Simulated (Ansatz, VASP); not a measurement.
## Two plane-wave programs on Ba3Si

```xyz
4
Lattice="5.3876 0.0000 0.0000 0.0000 5.3876 0.0000 0.0000 0.0000 5.3876" Properties=species:S:1:pos:R:3 pbc="T T T"
Ba    0.0000    2.6938    2.6938
Ba    2.6938    0.0000    2.6938
Ba    2.6938    2.6938    0.0000
Si    0.0000    0.0000    0.0000
```

Alike in both runs: functional PBE; k mesh 4 × 4 × 4; occupations gaussian, width 0.1 eV; no spin polarisation.

Ansatz relaxed the structure, and its values are those at the end. VASP's run is a single point on that final structure, the one shown.

```csv
,VASP,Ansatz
version,VASP 6.6.1,Ansatz 0.2.0
potentials or method,"VASP PAW PBE potentials, release 64 (Ba_sv, Si), cutoff 520 eV","scalar-relativistic, plane waves, PAW"
valence electrons in the cell,34,34
```

Ansatz gave:

| Item | Value |
| --- | --- |
| gap on the k mesh at the Fermi level (eV) | none |
| pressure (GPa) | 0.1 |

What did VASP give for the same quantities?

gap on the k mesh at the Fermi level (eV): none; pressure (GPa): 0.5.

A gap of «none» marks a metal or a gap that the smearing closes. The functional is the same, so the differences come from potentials, cutoffs and numerics.

Spin-orbit coupling is off throughout.
